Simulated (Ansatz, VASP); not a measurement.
# One calculation of Rh, two programs

File INCAR:

```
PREC = Accurate
ENCUT = 520
EDIFF = 1E-6
ISMEAR = -1
SIGMA = 0.1
LREAL = False
LASPH = True
NELM = 100
ALGO = Normal
ISIF = 2
LWAVE = False
LCHARG = False
GGA = RE
NBANDS = 30
```

KPOINTS

```
regular mesh
0
Gamma
  10 10 13
```

Contents of POSCAR:

```
Rh
1.0
    4.4714447037      0.0000000000      0.0000000000
   -2.2357223519      3.8723847050      0.0000000000
    0.0000000000      0.0000000000      2.7449147090
Rh
3
Direct
    1.0000000000      0.0000000000      0.0000000000
    0.3333333333      0.6666666667      0.5000000000
    0.6666666667      0.3333333333      0.5000000000
```

Input for Ansatz:

```yaml
crystal:
  lattice:
    - [4.4714447037, 0.0, 0.0]
    - [-2.2357223519, 3.872384705, 0.0]
    - [0.0, 0.0, 2.744914709]
  atoms:
    - { symbol: Rh, position: [1.0, 0.0, 0.0] }
    - { symbol: Rh, position: [0.3333333333, 0.6666666667, 0.5] }
    - { symbol: Rh, position: [0.6666666667, 0.3333333333, 0.5] }
hamiltonian:
  xc: revpbe
  pseudopotentials:
    kind: paw
    azcp:
      Rh: "pseudopotentials/Rh.paw.azcp"
basis:
  ecutwfc: 420
  fft_grid_basis: typed
kpoints:
  mp_grid: { grid: [10, 10, 13], shift: [0, 0, 0] }
magnetization:
  spin_polarized: false
scf:
  occupations: { method: fermi_dirac, width: 0.1 }
  lower_state_search: "off"
output:
  stress: true
```

Alike in both runs: task single point; functional revPBE; k mesh 10 × 10 × 13; occupations fermi-dirac, width 0.1 eV; no spin polarisation.

|  | VASP | Ansatz |
| --- | --- | --- |
| version | VASP 6.6.1 | Ansatz 0.2.0 |
| potentials or method | VASP PAW PBE potentials, release 64 (Rh_pv), cutoff 520 eV | plane waves (420 eV) with PAW, scalar-relativistic |
| valence electrons in the cell | 45 | 51 |

VASP gave:

```
pressure (GPa)                                                : -14.1
traceless stress, the component that is largest in VASP (GPa) : 0.30
```

Task: Which values does Ansatz return?

Result: Pressure (GPa): -14.1; traceless stress, the component that is largest in VASP (GPa): 0.35.

VASP's potentials were made for PBE, not for revPBE. VASP's potentials hold 45 valence electrons a cell and Ansatz's 51, so a difference there can come from the potentials and not from the codes.
